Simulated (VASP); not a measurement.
# S3O (Pm-3m) in VASP: notebook

The runs below take S3O through single point, with PBE+D3(BJ).

Program: VASP 6.6.1. These are calculated values, not measurements. Logs are shortened: lines on timing, memory, paths and dates and some standing lists are left out, and cuts for length are marked.

## (1) The cell of the first run

The structure is cubic, space group Pm-3m (No. 221). The conventional cell has a = 4.164 Å, b = 4.164 Å, c = 4.164 Å, α = 90.00°, β = 90.00°, γ = 90.00°. S (site symmetry 4/mmm) has 2 O at 2.08 Å within 2.8 Å. Within 2.8 Å of O (site symmetry m-3m) lie 6 S at 2.08 Å.

The cell was generated, and may not be a known phase.

## (2) Single point, PBE+D3(BJ)

Contents of INCAR:

```
ALGO = Normal
EDIFF = 1E-7
ENCUT = 520
GGA = PE
ISIF = 2
ISMEAR = 0
IVDW = 12
LASPH = T
LCHARG = T
LELF = T
LREAL = F
LVHAR = T
LWAVE = F
NBANDS = 34
NELM = 80
PREC = Accurate
SIGMA = 0.1
```

Contents of KPOINTS:

```
k-points
0
Gamma
  4 4 4
```

Contents of POSCAR:

```
S3O
1.0
    0.0000000000      4.1636802341      4.1636802341
    4.1636802341      0.0000000000      4.1636802341
    4.1636802341      4.1636802341      0.0000000000
S O
6 2
Direct
    0.7499891872      0.2500108128      0.2500108128
    0.2500108128      0.7499891872      0.7499891872
    0.2500108128      0.7499891872      0.2500108128
    0.7499891872      0.2500108128      0.7499891872
    0.2500108128      0.2500108128      0.7499891872
    0.7499891872      0.7499891872      0.2500108128
    0.5000000000      0.5000000000      0.5000000000
    0.0000000000      0.0000000000      0.0000000000
```

Potentials or basis: VASP PAW PBE potentials, release 64 (S, O).

Started as:

```console
$ cat potpaw_PBE.64/S/POTCAR potpaw_PBE.64/O/POTCAR > POTCAR
$ mpirun -np 1 vasp_std > vasp.out
```

OUTCAR:

```text
EDIFF = 1E-7
   ENCUT = 520
   GGA = PE
   ISIF = 2
   ISMEAR = 0
   IVDW = 12
   LASPH = T
   LREAL = F
   NELM = 80
   PREC = Accurate
 IVDW          = 12

 ion  position               nearest neighbor table
   1  0.750  0.250  0.250-   7 2.08   8 2.08
   2  0.250  0.750  0.750-   7 2.08   8 2.08
   3  0.250  0.750  0.250-   7 2.08   8 2.08
   4  0.750  0.250  0.750-   7 2.08   8 2.08
   5  0.250  0.250  0.750-   7 2.08   8 2.08
   6  0.750  0.750  0.250-   7 2.08   8 2.08
   7  0.500  0.500  0.500-   1 2.08   2 2.08   3 2.08   4 2.08   5 2.08   6 2.08
   8  0.000  0.000  0.000-   1 2.08   2 2.08   3 2.08   4 2.08   5 2.08   6 2.08

  LATTYP: Found a face centered cubic cell.
 ALAT       =     8.3273604682

  Lattice vectors:

 A1 = (   0.0000000000,   4.1636802341,   4.1636802341)
 A2 = (   4.1636802341,   0.0000000000,   4.1636802341)
 A3 = (   4.1636802341,   4.1636802341,   0.0000000000)

Analysis of symmetry for initial positions (statically):
=====================================================================
 Subroutine PRICEL returns:
 Original cell was already a primitive cell.

 Routine SETGRP: Setting up the symmetry group for a
 face centered cubic supercell.

 Subroutine GETGRP returns: Found 48 space group operations
 (whereof 48 operations were pure point group operations)
 out of a pool of 48 trial point group operations.

The static configuration has the point symmetry O_h .

Analysis of symmetry for dynamics (positions and initial velocities):
=====================================================================
 Subroutine PRICEL returns:
 Original cell was already a primitive cell.

 Routine SETGRP: Setting up the symmetry group for a
 face centered cubic supercell.

 Subroutine GETGRP returns: Found 48 space group operations
 (whereof 48 operations were pure point group operations)
 out of a pool of 48 trial point group operations.

The dynamic configuration has the point symmetry O_h .

 Subroutine INISYM returns: Found 48 space group operations
 (whereof 48 operations are pure point group operations),
 and found     1 'primitive' translations

----------------------------------------------------------------------------------------

                                     Primitive cell

  volume of cell :     144.3651

[... 87 lines left out ...]
   IBRION =     -1    ionic relax: 0-MD 1-quasi-New 2-CG
   NFREE  =      0    steps in history (QN), initial steepest desc. (CG)
   ISIF   =      2    stress and relaxation
   ISYM   =      2    0-nonsym 1-usesym 2-fastsym
   POTIM  = 0.5000    time-step for ionic-motion
   TEBEG  =    0.0;   TEEND  =   0.0 temperature during run
   PSTRESS=    0.0 pullay stress
   NELECT =      48.0000    total number of electrons
   NUPDOWN=      -1.0000    fix difference up-down
   EMIN   =  10.00;   EMAX   =-10.00  energy-range for DOS
   EFERMI =   0.00;   METHOD = LEGACY
   ISMEAR =     0;   SIGMA  =   0.10  broadening in eV -4-tet -1-fermi 0-gaus
   EFERMI_NEDOS =   21; number of points for ismear=-14 and -15
   IALGO  =     38    algorithm
   IMIX   =      4    mixing-type and parameters
     AMIX     =   0.40;   BMIX     =  1.00
     AMIX_MAG =   1.60;   BMIX_MAG =  1.00
  volume/ion in A,a.u.               =      18.05       121.78
  Fermi-wavevector in a.u.,A,eV,Ry     =   1.134143  2.143220 17.500911  1.286281
  Thomas-Fermi vector in A             =   2.270847
   LORBIT       =      0    0 simple, 1 ext, 2 COOP (PROOUT), +10 PAW based schemes
   GGA     = PE    functional components
   LHFCALC =     F    Hartree Fock is set to
   AEXX    =    0.0000 exact exchange contribution
   IVDW    =    12    specifies the selected vdW correction
   LEPSILON=     F    determine dielectric tensor
   LRPA    =     F    only Hartree local field effects (RPA)
 non-spin polarized calculation
 Gauss-broadening in eV      SIGMA  =   0.10
  energy-cutoff  :      520.00
  volume of cell :      144.37
 maximum number of plane-waves:      3897
 NGX is ok and might be reduce to    48

 number of electron      47.9999996 magnetization

 Free energy of the ion-electron system (eV)
  ---------------------------------------------------
  ext. energy  EPLUGINS =         0.00000000
  ---------------------------------------------------
  free energy    TOTEN  =       -24.92311431 eV

  energy without entropy =      -24.89056695  energy(sigma->0) =      -24.90684063

 E-fermi :   3.5291     XC(G=0):  -9.5303

 val. band max:        3.4921355197   @ k =   0.5000   0.2500   0.0000
 cond. band min:       3.5344433610   @ k =   0.2500   0.0000   0.0000
 fundamental gap:      0.0423078413
 Fermi energy:         3.5290754272

 k-point     1 :       0.0000    0.0000    0.0000
  band No.  band energies     occupation
      1     -17.6824      2.00000
      2     -17.1165      2.00000
      3      -9.5062      2.00000
      4      -9.5062      2.00000
      5      -9.5062      2.00000
      6      -8.3079      2.00000
[... 285 lines left out ...]
     33      12.5337      0.00000
     34      12.5344      0.00000

------------------------ aborting loop because EDIFF is reached ----------------------------------------

 Edisp (eV)   -1.79395

 E8    (eV) :    -0.6168

  FORCE on cell =-STRESS in cart. coord.  units (eV):
  Direction    XX          YY          ZZ          XY          YZ          ZX
  --------------------------------------------------------------------------------------
  -------------------------------------------------------------------------------------
  Total      -0.37414    -0.37414    -0.37414     0.00000    -0.00000    -0.00000
  in kB      -4.15221    -4.15221    -4.15221     0.00000    -0.00000    -0.00000
  external pressure =       -4.15 kB  Pullay stress =        0.00 kB

 VOLUME and BASIS-vectors are now :
 -----------------------------------------------------------------------------
  energy-cutoff  :      520.00
  volume of cell :      144.37
      direct lattice vectors                 reciprocal lattice vectors
     0.000000000  4.163680234  4.163680234    -0.120086071  0.120086071  0.120086071
     4.163680234  0.000000000  4.163680234     0.120086071 -0.120086071  0.120086071
     4.163680234  4.163680234  0.000000000     0.120086071  0.120086071 -0.120086071

 POSITION                                       TOTAL-FORCE (eV/Angst)
 -----------------------------------------------------------------------------------
      2.08193      4.16368      4.16368        -0.001136      0.000000     -0.000000
      6.24543      4.16368      4.16368         0.001136      0.000000     -0.000000
      4.16368      2.08193      4.16368        -0.000000     -0.001136     -0.000000
      4.16368      6.24543      4.16368        -0.000000      0.001136     -0.000000
      4.16368      4.16368      2.08193        -0.000000      0.000000     -0.001136
      4.16368      4.16368      6.24543        -0.000000      0.000000      0.001136
      4.16368      4.16368      4.16368        -0.000000      0.000000     -0.000000
      0.00000      0.00000      0.00000        -0.000000      0.000000     -0.000000
 -----------------------------------------------------------------------------------
    total drift:                                0.000000      0.000000     -0.000000

  FREE ENERGIE OF THE ION-ELECTRON SYSTEM (eV)
  ---------------------------------------------------
  free  energy   TOTEN  =       -26.7170596759 eV

  energy  without entropy=      -26.6845123214  energy(sigma->0) =      -26.70078600
```

OSZICAR:

```text
N       E                     dE             d eps       ncg     rms          rms(c)
DAV:   1     0.269984681270E+03    0.26998E+03   -0.21606E+04   544   0.125E+03
DAV:   2    -0.598155697000E+01   -0.27597E+03   -0.26204E+03   712   0.236E+02
DAV:   3    -0.255655758473E+02   -0.19584E+02   -0.18993E+02   696   0.650E+01
DAV:   4    -0.259145238723E+02   -0.34895E+00   -0.34599E+00   662   0.101E+01
DAV:   5    -0.259226196623E+02   -0.80958E-02   -0.80899E-02   662   0.146E+00    0.185E+01
DAV:   6    -0.252685435701E+02    0.65408E+00   -0.26910E+00   566   0.115E+01    0.107E+01
DAV:   7    -0.249975245211E+02    0.27102E+00   -0.12037E+00   588   0.751E+00    0.881E+00
DAV:   8    -0.249308181247E+02    0.66706E-01   -0.28560E-01   630   0.279E+00    0.102E+00
DAV:   9    -0.249235377963E+02    0.72803E-02   -0.56380E-02   568   0.122E+00    0.399E-01
DAV:  10    -0.249230248846E+02    0.51291E-03   -0.30779E-03   596   0.358E-01    0.280E-01
DAV:  11    -0.249231602296E+02   -0.13534E-03   -0.66422E-04   580   0.133E-01    0.722E-02
DAV:  12    -0.249231225214E+02    0.37708E-04   -0.35738E-05   646   0.428E-02    0.496E-02
DAV:  13    -0.249231157560E+02    0.67654E-05   -0.13342E-05   604   0.201E-02    0.401E-02
DAV:  14    -0.249231144523E+02    0.13037E-05   -0.25666E-06   648   0.869E-03    0.870E-03
DAV:  15    -0.249231142773E+02    0.17501E-06   -0.15587E-07   394   0.310E-03    0.400E-03
DAV:  16    -0.249231143060E+02   -0.28690E-07   -0.19583E-07   428   0.275E-03
   1 F= -.26717060E+02 E0= -.26700786E+02  d E =-.325474E-01
```

stdout:

```text
POSCAR found type information on POSCAR S O
 POSCAR found :  2 types and       8 ions
 scaLAPACK will be used
 LDA part: xc-table for (Slater+PW92), standard interpolation
 POSCAR, INCAR and KPOINTS ok, starting setup
 FFT: planning ... GRIDC
 FFT: planning ... GRID_SOFT
 FFT: planning ... GRID
 WAVECAR not read
 entering main loop
```

It took 44 s on 1 thread of Intel Xeon 6975P-C (Granite Rapids), shared host; peak memory 0.32 GiB.

Results:

| Property | Result |
| --- | --- |
| Free energy | -26.7171 eV |
| Pressure | -0.4 GPa |
| Band gap on the k mesh | zero (bands 24 and 25 overlap by 0.95 eV) |
| Dispersion energy per atom | -0.224 eV |

Levels at points of the mesh, in eV from the Fermi level:
| k point | band 22 | band 23 | band 24 | band 25 | band 26 | band 27 |
| --- | --- | --- | --- | --- | --- | --- |
| (0.00, 0.00, 0.00) | -0.24 | -0.24 | -0.24 | 0.49 | 0.49 | 1.96 |
| (0.50, 0.00, 0.00) | 0.32 | 0.32 | 0.32 | 0.68 | 0.68 | 2.05 |
| (0.50, 0.50, 0.00) | -1.29 | -1.10 | -0.82 | -0.50 | -0.50 | -0.28 |

## (3) Single point, PBE+D3(BJ), collinear spin, ferromagnetic start

This run uses another cell than the first one: it holds 4 atoms, not 8.

Contents of INCAR:

```
PREC = Accurate ; ENCUT = 520
EDIFF = 1E-6 ; ISMEAR = 0
SIGMA = 0.1 ; LREAL = False
LASPH = True ; NELM = 150
ALGO = Normal ; ISIF = 2
LWAVE = False ; LCHARG = False
ISPIN = 2 ; MAGMOM = 0 0 0 1
LORBIT = 11 ; GGA = PE
IVDW = 12 ; NBANDS = 24
```

Contents of KPOINTS:

```
regular mesh
0
Gamma
  4 4 4
```

Contents of POSCAR:

```
S3O
1.0
    4.1636802341      0.0000000000      0.0000000000
    0.0000000000      4.1636802341      0.0000000000
    0.0000000000      0.0000000000      4.1636802341
S O
3 1
Direct
    0.5000000000      0.0000000000      0.0000000000
    0.0000000000      0.5000000000      0.0000000000
    0.0000000000      0.0000000000      0.5000000000
    0.0000000000      0.0000000000      0.0000000000
```

Potentials or basis: VASP PAW PBE potentials, release 64 (S, O).

Started as:

```console
$ cat potpaw_PBE.64/S/POTCAR potpaw_PBE.64/O/POTCAR > POTCAR
$ mpirun -np 1 vasp_std > vasp.out
```

Wall time 13 s (1 thread of Intel Xeon 6975P-C (Granite Rapids), shared host); peak memory 0.21 GiB.

It converged, with:

* Free energy: -13.6136 eV
* Pressure: 1.0 GPa
* Band gap on the k mesh: zero (filled and empty bands overlap)
* Net moment: 0.00 μB per cell
* Valence electrons inside the program's atomic spheres: S 3.45; O 4.87
* Dispersion energy per atom: -0.224 eV

Levels at points of the mesh, in eV from the Fermi level:
Spin up:
```
           k point  band 8  band 9  band 10  band 11  band 12  band 13  band 14  band 15  band 16  band 17
(0.00, 0.00, 0.00)   -1.12   -1.12    -1.12    -0.58    -0.58    -0.58     4.51     4.51     4.51     5.90
(0.50, 0.00, 0.00)   -2.02   -1.99    -1.99    -1.45    -0.80    -0.80    -0.43     4.34     4.34     7.67
(0.50, 0.50, 0.00)   -3.29   -1.85    -1.85    -1.62    -1.62    -0.97     0.25     1.58     4.11     8.03
(0.50, 0.50, 0.50)   -3.22   -3.22    -3.22    -1.58     0.35     0.35     1.62     1.62     1.62     4.36
```
Spin down:
| k point | band 9 | band 10 | band 11 | band 12 | band 13 | band 14 | band 15 | band 16 |
| --- | --- | --- | --- | --- | --- | --- | --- | --- |
| (0.00, 0.00, 0.00) | -1.12 | -1.12 | -0.58 | -0.58 | -0.58 | 4.51 | 4.51 | 4.51 |
| (0.50, 0.00, 0.00) | -1.99 | -1.99 | -1.45 | -0.80 | -0.80 | -0.43 | 4.34 | 4.34 |
| (0.50, 0.50, 0.00) | -1.85 | -1.85 | -1.62 | -1.62 | -0.97 | 0.25 | 1.58 | 4.11 |
| (0.50, 0.50, 0.50) | -3.22 | -3.22 | -1.58 | 0.35 | 0.35 | 1.62 | 1.62 | 1.62 |

Caveat: the k points lie up to 0.38 Å⁻¹ apart, too coarse for converged energies and pressures of a metal.

The gap in the log of VASP goes by the Fermi energy; the results here count the filled bands.